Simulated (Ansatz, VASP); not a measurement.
# One calculation of Ge, two programs

```
Ge
1.0
    -2.57449    2.57449    1.39741
     2.57449   -2.57449    1.39741
     2.57449    2.57449   -1.39741
Ge
2
Direct
  0.50000 0.50000 0.00000
  0.25000 0.75000 0.50000
```

Alike in both runs: task relaxation of cell and atoms; functional BLYP; k mesh 11 × 11 × 11; occupations fermi-dirac, width 0.05 eV; no spin polarisation.

|  | VASP | Ansatz |
| --- | --- | --- |
| version | VASP 6.6.1 | Ansatz 0.2.0 |
| potentials or method | VASP PAW PBE potentials, release 64 (Ge_d), cutoff 600 eV | all-electron LAPW, scalar-relativistic |

Ansatz gave:

| Property | Result |
| --- | --- |
| relaxed volume (Å³/atom) | 21.30 |
| relaxed cell length with the largest relative difference (Å) | 4.083 |

Task: Which values does VASP return?

Result: Relaxed volume (Å³/atom): 21.33; relaxed cell length with the largest relative difference (Å): 4.085.

VASP's potentials were made for PBE, not for BLYP. Ansatz ran all-electron here, and VASP with PAW potentials.

Noted on VASP's run: the volume moved by over 15 % at a fixed basis, so the end points are rough.
